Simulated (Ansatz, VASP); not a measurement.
# Two plane-wave programs on Ge2Mo3

```
CELL_PARAMETERS angstrom
3.70028 0.00000 0.00000
0.00000 3.70028 0.00000
0.00000 0.00000 13.22460
ATOMIC_POSITIONS crystal
Ge 0.00000 0.00000 0.80022
Ge 0.50000 0.50000 0.80022
Ge 0.50000 0.50000 0.19978
Ge 0.00000 0.00000 0.19978
Mo 0.00000 0.00000 0.00000
Mo 0.50000 0.50000 0.00000
Mo 0.00000 0.00000 0.50000
Mo 0.50000 0.50000 0.50000
Mo 0.50000 0.00000 0.65530
Mo 0.00000 0.50000 0.34470
```

Alike in both runs: functional PBE; k mesh 10 × 10 × 4; occupations gaussian, width 0.1 eV; no spin polarisation.

Ansatz relaxed the structure, and its values are those at the end. VASP's run is a single point on that final structure, the one shown.

|  | VASP | Ansatz |
| --- | --- | --- |
| version | VASP 6.6.1 | Ansatz 0.2.0 |
| potentials or method | VASP PAW PBE potentials, release 64 (Ge_d, Mo_sv), cutoff 520 eV | scalar-relativistic, plane waves, PAW |
| valence electrons in the cell | 140 | 140 |

|  | VASP | Ansatz | Ansatz less VASP |
| --- | --- | --- | --- |
| gap on the k mesh at the Fermi level (eV) | none | none | - |
| pressure (GPa) | 0.3 | 0.0 | -0.26 |

A gap of «none» marks a metal or a gap that the smearing closes.
